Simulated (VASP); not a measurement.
# CdSe (NiAs type) (P6_3/mmc) in VASP: relaxation of cell and atoms with PBE

Aim: the relaxation of cell and atoms of CdSe (NiAs type) with PBE.

Everything below comes from runs of VASP 6.6.1. Logs are shortened: lines on timing, memory, paths and dates and some standing lists are left out, and cuts for length are marked.

## Step 1: The cell of the first run

The structure is hexagonal, space group P6_3/mmc (No. 194). The conventional cell has a = 3.927 Å, b = 3.927 Å, c = 6.086 Å, α = 90.00°, β = 90.00°, γ = 120.00°. Cd (site symmetry -3m) has 6 Se at 2.73 Å and 2 Cd at 3.04 Å within 3.6 Å. Se (site symmetry -6m2) has 6 Cd at 2.73 Å within 3.6 Å.

## Step 2: Relaxation of cell and atoms, PBE, target pressure 13 GPa, at which the enthalpy is minimised

Contents of INCAR:

```
SYSTEM = CdSe
PREC     = Accurate       ! precision mode
ENCUT    = 600            ! plane-wave cutoff, eV
EDIFF    = 1E-6           ! SCF threshold, eV
ISMEAR   = -1             ! smearing method
SIGMA    = 0.08           ! smearing width, eV
LREAL    = .False.        ! projectors in reciprocal space
LASPH    = .True.         ! aspherical terms in the spheres
NELM     = 100            ! most SCF steps
ALGO     = Normal         ! electronic algorithm
ISIF     = 3              ! what is computed and relaxed
LWAVE    = .False.        ! write WAVECAR
LCHARG   = .False.        ! write CHGCAR
GGA      = PE             ! functional
IBRION   = 2              ! ionic algorithm
NSW      = 60             ! ionic steps
EDIFFG   = -0.005         ! ionic threshold
PSTRESS  = 130.0
```

Contents of KPOINTS:

```
Automatic mesh
0
Gamma
  10 10 6
  0 0 0
```

Contents of POSCAR:

```
CdSe
1.0
    3.9265177069      0.0000000000      0.0000000000
   -1.9632588534      3.4004640826      0.0000000000
    0.0000000000      0.0000000000      6.0861024457
Cd Se
2 2
Direct
    0.0000000000      0.0000000000      0.0000000000
    0.0000000000      0.0000000000      0.5000000000
    0.3333333333      0.6666666667      0.2500000000
    0.6666666667      0.3333333333      0.7500000000
```

Potentials or basis: VASP PAW PBE potentials, release 64 (Cd, Se).

The run is started by

```console
$ cat potpaw_PBE.64/Cd/POTCAR potpaw_PBE.64/Se/POTCAR > POTCAR
$ mpirun -np 1 vasp_std > vasp.out
```

OUTCAR:

```text
SYSTEM = CdSe
   PREC = Accurate
   ENCUT = 600
   EDIFF = 1E-6
   ISMEAR = -1
   LREAL = .False.
   LASPH = .True.
   NELM = 100
   ISIF = 3
   GGA = PE
   IBRION = 2
   NSW = 60
   EDIFFG = -0.005
   PSTRESS = 130.0

 ion  position               nearest neighbor table
   1  0.000  0.000  0.000-   3 2.73   4 2.73   3 2.73   4 2.73   4 2.73   3 2.73   2 3.04   2 3.04

   2  0.000  0.000  0.500-   3 2.73   4 2.73   3 2.73   4 2.73   4 2.73   3 2.73   1 3.04   1 3.04

   3  0.333  0.667  0.250-   1 2.73   2 2.73   1 2.73   2 2.73   1 2.73   2 2.73
   4  0.667  0.333  0.750-   1 2.73   2 2.73   1 2.73   2 2.73   1 2.73   2 2.73

  LATTYP: Found a hexagonal cell.
 ALAT       =     3.9265177069
 C/A-ratio  =     1.5500000000

  Lattice vectors:

 A1 = (   3.9265177069,   0.0000000000,   0.0000000000)
 A2 = (  -1.9632588534,   3.4004640826,   0.0000000000)
 A3 = (   0.0000000000,   0.0000000000,   6.0861024457)

Analysis of symmetry for initial positions (statically):
=====================================================================
 Subroutine PRICEL returns:
 Original cell was already a primitive cell.

 Routine SETGRP: Setting up the symmetry group for a
 hexagonal supercell.

 Subroutine GETGRP returns: Found 24 space group operations
 (whereof 12 operations were pure point group operations)
 out of a pool of 24 trial point group operations.

The static configuration has the point symmetry D_3d.
 The point group associated with its full space group is D_6h.

Analysis of symmetry for dynamics (positions and initial velocities):
=====================================================================
 Subroutine PRICEL returns:
 Original cell was already a primitive cell.

 Routine SETGRP: Setting up the symmetry group for a
 hexagonal supercell.

 Subroutine GETGRP returns: Found 24 space group operations
 (whereof 12 operations were pure point group operations)
 out of a pool of 24 trial point group operations.

The dynamic configuration has the point symmetry D_3d.
 The point group associated with its full space group is D_6h.

 Subroutine INISYM returns: Found 24 space group operations
 (whereof 12 operations are pure point group operations),
 and found     1 'primitive' translations

----------------------------------------------------------------------------------------
[... 112 lines left out ...]
   ISMEAR =    -1;   SIGMA  =   0.08  broadening in eV -4-tet -1-fermi 0-gaus
   EFERMI_NEDOS =   21; number of points for ismear=-14 and -15
   IALGO  =     38    algorithm
   IMIX   =      4    mixing-type and parameters
     AMIX     =   0.40;   BMIX     =  1.00
     AMIX_MAG =   1.60;   BMIX_MAG =  1.00
  volume/ion in A,a.u.               =      20.32       137.09
  Fermi-wavevector in a.u.,A,eV,Ry     =   1.247998  2.358375 21.191071  1.557500
  Thomas-Fermi vector in A             =   2.382105
   LORBIT       =      0    0 simple, 1 ext, 2 COOP (PROOUT), +10 PAW based schemes
   GGA     = PE    functional components
   LHFCALC =     F    Hartree Fock is set to
   AEXX    =    0.0000 exact exchange contribution
   IVDW    =     0    specifies the selected vdW correction
   LEPSILON=     F    determine dielectric tensor
   LRPA    =     F    only Hartree local field effects (RPA)
 conjugate gradient relaxation of ions
 non-spin polarized calculation
  energy-cutoff  :      600.00
  volume of cell :       81.26
 maximum number of plane-waves:      2732
 NGX is ok and might be reduce to    32
   NGX = 15   NGY = 15   NGZ = 25

--------------------------------------- Ionic step        1  -------------------------------------------

 number of electron      36.0000002 magnetization

 Free energy of the ion-electron system (eV)
  ---------------------------------------------------
  ext. energy  EPLUGINS =         0.00000000
  ---------------------------------------------------
  free energy    TOTEN  =        -9.63259382 eV

  energy without entropy =       -9.63167412  energy(sigma->0) =       -9.63213397

------------------------ aborting loop because EDIFF is reached ----------------------------------------

  FORCE on cell =-STRESS in cart. coord.  units (eV):
  Direction    XX          YY          ZZ          XY          YZ          ZX
  --------------------------------------------------------------------------------------
  -------------------------------------------------------------------------------------
  Total        7.0484776      7.0484776      9.6446287      0.0000000      0.0000000     -0.0000000
  in kB      138.9699474    138.9699474    190.1564611      0.0000000      0.0000000     -0.0000000
  external PRESSURE =      26.0321186 kB  Pullay stress =     130.0000000 kB
[... 103 lines left out ...]
  energy  without entropy=       -9.8937264872  energy(sigma->0) =       -9.89444850

  enthalpy is  TOTEN    =        -3.0794044854 eV   P V=        6.8157660351

[... ionic steps 4 to 15 ...]

--------------------------------------- Ionic step       16  -------------------------------------------

 number of electron      35.9999997 magnetization

------------------------ aborting loop because EDIFF is reached ----------------------------------------
[... 75 lines left out ...]
--------------------------------------- Ionic step       18  -------------------------------------------

 number of electron      35.9999998 magnetization

 Free energy of the ion-electron system (eV)
  ---------------------------------------------------
  ext. energy  EPLUGINS =         0.00000000
  ---------------------------------------------------
  free energy    TOTEN  =        -9.82909679 eV

  energy without entropy =       -9.82561145  energy(sigma->0) =       -9.82735412

 E-fermi :   3.8826     XC(G=0): -10.6573

 val. band max:        3.6603042563   @ k =   0.1000  -0.0000   0.0000
 cond. band min:       3.9474032458   @ k =   0.3000   0.3000   0.0000
 fundamental gap:      0.2870989895
 Fermi energy:         3.8825640089

 k-point     1 :       0.0000    0.0000    0.0000
  band No.  band energies     occupation
      1     -10.2562      2.00000
      2      -9.0558      2.00000
      3      -5.0788      2.00000
      4      -5.0725      2.00000
      5      -5.0725      2.00000
      6      -4.7891      2.00000
[... 589 lines left out ...]
     21       7.7639      0.00000
     22       9.3613      0.00000

 [... further k-points ...]

------------------------ aborting loop because EDIFF is reached ----------------------------------------

  FORCE on cell =-STRESS in cart. coord.  units (eV):
  Direction    XX          YY          ZZ          XY          YZ          ZX
  --------------------------------------------------------------------------------------
  -------------------------------------------------------------------------------------
  Total        6.6886275      6.6886275      6.7044515      0.0000000      0.0000000      0.0000000
  in kB      129.6394193    129.6394193    129.9461211      0.0000000      0.0000000      0.0000000
  external PRESSURE =      -0.2583468 kB  Pullay stress =     130.0000000 kB
[... 23 lines left out ...]
  energy  without entropy=       -9.8256114509  energy(sigma->0) =       -9.82735412

  enthalpy is  TOTEN    =        -3.1218654674 eV   P V=        6.7072313179

 reached required accuracy - stopping structural energy minimisation
```

CONTCAR:

```text
CdSe
   1.00000000000000
     3.8440787491400630    0.0000000000642160   -0.0000000000000000
    -1.9220393744654687    3.3290698509197250   -0.0000000000000000
     0.0000000000000000   -0.0000000000000000    6.4594468771975331
  Cd              Se
     2     2
Direct
     0.0000000000000000    0.0000000000000000    0.0000000000000000
     0.0000000000000000    0.0000000000000000    0.5000000000000000
     0.3333333332999970    0.6666666667000030    0.2500000000000000
     0.6666666667000030    0.3333333332999970    0.7500000000000000

  0.00000000E+00  0.00000000E+00  0.00000000E+00
  0.00000000E+00  0.00000000E+00  0.00000000E+00
  0.00000000E+00  0.00000000E+00  0.00000000E+00
  0.00000000E+00  0.00000000E+00  0.00000000E+00
```

It took 5.3 min on 1 thread of Intel Xeon 6975P-C (Granite Rapids), shared host; peak memory 0.3 GiB.

Results:

```
Free energy                                                : -9.8291 eV
Relaxed volume                                             : 20.67 Å³/atom
Relaxed cell                                               : a = 3.844 Å, b = 3.844 Å, c = 6.459 Å, α = 90.00°, β = 90.00°, γ = 120.00°
Space group after relaxing (to 0.1 Å)                      : P6_3/mmc (No. 194)
Energy change on relaxing (the run minimises the enthalpy) : -49.1 meV/atom
Ionic steps                                                : 18
Pressure after relaxing                                    : 13.0 GPa
Band gap on the k mesh                                     : 0.29 eV (least direct gap 0.40 eV)
```

The path:
```
step  energy change (eV)  largest force (eV/Å)  pressure (GPa)  volume (Å³)
   1              0.0000                0.0000           15.60        81.26
   2             -0.3513                0.0000            9.97        85.18
   3             -0.2626                0.0000           11.53        84.00
   4             -0.2370                0.0000           12.32        83.28
   5             -0.1980                0.0000           12.97        82.68
   6             -0.1921                0.0000           13.06        82.61
   7             -0.1945                0.0000           13.00        82.64
   8             -0.1951                0.0000           13.01        82.65
   9             -0.1970                0.0000           12.97        82.67
  10             -0.1968                0.0000           12.97        82.67
  11             -0.1963                0.0000           12.98        82.66
  12             -0.1954                0.0000           12.99        82.65
  13             -0.1935                0.0000           13.01        82.63
  14             -0.1928                0.0000           13.04        82.62
  15             -0.1932                0.0000           13.05        82.62
  16             -0.1934                0.0000           13.05        82.62
  17             -0.1944                0.0000           13.03        82.64
  18             -0.1965                0.0000           12.97        82.66
```

Final structure:
```xyz
4
Lattice="3.8441 0.0000 0.0000 -1.9220 3.3291 0.0000 0.0000 0.0000 6.4594" Properties=species:S:1:pos:R:3 pbc="T T T"
Cd    0.0000    0.0000    0.0000
Cd    0.0000    0.0000    3.2297
Se    0.0000    2.2194    1.6149
Se    1.9220    1.1097    4.8446
```

Levels at points of the mesh, in eV from the valence-band top:
| k point | band 16 | band 17 | band 18 | band 19 | band 20 | band 21 |
| --- | --- | --- | --- | --- | --- | --- |
| (0.00, 0.00, 0.00) | -0.89 | 0.00 | 0.00 | 0.40 | 2.88 | 6.15 |
| (0.50, 0.00, 0.00) | -2.56 | -2.06 | -0.07 | 2.31 | 3.18 | 3.29 |
| (0.00, 0.00, 0.50) | -0.41 | -0.41 | -0.41 | 2.93 | 2.93 | 6.55 |
| (0.50, 0.00, 0.50) | -1.69 | -1.50 | -1.50 | 1.53 | 1.53 | 5.16 |

Caveat: the cell is relaxed towards a set pressure, so the run minimises the enthalpy, not the energy; semilocal functionals underestimate gaps, and a narrow one can read as zero. A k mesh can miss the band edges.
